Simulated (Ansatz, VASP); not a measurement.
## Two plane-wave programs on Fe

```
Fe
1.0
    -1.47000    1.47000    1.47000
     1.47000   -1.47000    1.47000
     1.47000    1.47000   -1.47000
Fe
1
Cartesian
  0.0000 0.0000 0.0000
```

Alike in both runs: task single point; functional r2SCAN; k mesh 14 × 14 × 14; occupations fermi-dirac, width 0.0005 eV; collinear spin.

|  | VASP | Ansatz |
| --- | --- | --- |
| version | VASP 6.6.1 | Ansatz 0.2.0 |
| potentials or method | VASP PAW PBE potentials, release 64 (Fe), cutoff 520 eV | PAW, plane waves, scalar-relativistic |
| valence electrons in the cell | 8 | 16 |

VASP gave:

```
pressure (GPa)                                                : -11.3
net moment per atom (μB)                                      : 2.74
size of the moment on the site where the two differ most (μB) : 2.84
```

Task: Which values does Ansatz return?

Result: Pressure (GPa): -11.1; net moment per atom (μB): 2.74; size of the moment on the site where the two differ most (μB): 2.92.

VASP's potentials were made for PBE, not for r2SCAN. Site moments also hang on the region over which each program counts them. With one functional, cell and mesh, what is left measures potentials, basis and numerics. VASP's potentials hold 8 valence electrons a cell and Ansatz's 16, so a difference there can come from the potentials and not from the codes. Ansatz's warnings: stability check not made.
